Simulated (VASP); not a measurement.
Here is a VASP 6.6.1 calculation.

INCAR

```
SYSTEM = ZnGa4O2
PREC     = Accurate       ! precision mode
ENCUT    = 520            ! plane-wave cutoff, eV
EDIFF    = 1E-6           ! SCF threshold, eV
ISMEAR   = 0              ! smearing method
SIGMA    = 0.1            ! smearing width, eV
LREAL    = .False.        ! projectors in reciprocal space
LASPH    = .True.         ! aspherical terms in the spheres
NELM     = 100            ! most SCF steps
ALGO     = Normal         ! electronic algorithm
ISIF     = 2              ! what is computed and relaxed
LWAVE    = .False.        ! write WAVECAR
LCHARG   = .False.        ! write CHGCAR
GGA      = PE             ! functional
NBANDS   = 47             ! bands
```

KPOINTS

```
regular mesh
0
Gamma
  12 12 2
  0 0 0
```

Contents of POSCAR:

```
ZnGa4O2
1.0
    2.9958033859      0.0000000000      0.0000000000
   -1.4979016929      2.5944418369      0.0000000000
    0.0000000000      0.0000000000     15.8180444189
Zn Ga O
1 4 2
Direct
    0.0000000000      0.0000000000      0.0000000000
    0.6666666667      0.3333333333      0.8516351910
    0.3333333333      0.6666666667      0.5751959533
    0.3333333333      0.6666666667      0.1483648090
    0.6666666667      0.3333333333      0.4248040467
    0.0000000000      0.0000000000      0.6275515570
    0.0000000000      0.0000000000      0.3724484430
```

Potentials or basis: VASP PAW PBE potentials, release 64 (Zn, Ga_d, O).

The run is started by

```sh
$ cat potpaw_PBE.64/Zn/POTCAR potpaw_PBE.64/Ga_d/POTCAR potpaw_PBE.64/O/POTCAR > POTCAR
$ mpirun -np 1 vasp_std > vasp.out
```

Question: Predict the largest force.

Answer: 0.055 eV/Å.

Question: What does it give for the band gap on the k mesh?

Answer: Zero (bands 38 and 39 overlap by 1.83 eV).

Question: What does it give for the pressure?

Answer: 0.3 GPa.

Forces in eV/Å, atoms in the order of the input:
```
Zn   0.000  0.000  0.000
Ga   0.000  0.000 -0.007
Ga   0.000  0.000 -0.052
Ga   0.000  0.000  0.007
Ga   0.000  0.000  0.052
O    0.000  0.000  0.055
O    0.000  0.000 -0.055
```
